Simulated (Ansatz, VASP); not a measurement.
## Two plane-wave programs on MgO2

```xyz
3
Lattice="1.5785 0.9113 3.4619 -1.5785 0.9113 3.4619 0.0000 -1.8227 3.4619" Properties=species:S:1:pos:R:3 pbc="T T T"
Mg    0.0000    0.0000    0.0000
O     0.0000    0.0000    4.4567
O     0.0000    0.0000    5.9290
```

Alike in both runs: task single point; functional PBEsol; k mesh 6 × 6 × 6; occupations methfessel-paxton of order 1, width 0.5 eV; no spin polarisation.

```csv
,VASP,Ansatz
version,VASP 6.6.1,Ansatz 0.2.0
potentials or method,"VASP PAW PBE potentials, release 64 (Mg, O)",plane waves
plane-wave cutoff (eV),520,420
valence electrons in the cell,14,22
```

```tsv
	VASP	Ansatz	Ansatz less VASP
pressure (GPa)	0.3	0.5	+0.19
traceless stress, the component that is largest in VASP (GPa)	0.12	-1.11	-1.231
rms of the force components (eV/Å)	0.048	0.047	-0.0014
```

VASP's potentials were made for PBE, not for PBEsol. Atom by atom the forces differ by 0.095 eV/Å (rms over components). With one functional, cell and mesh, what is left measures potentials, basis and numerics. VASP's potentials hold 14 valence electrons a cell and Ansatz's 22, so a difference there can come from the potentials and not from the codes.
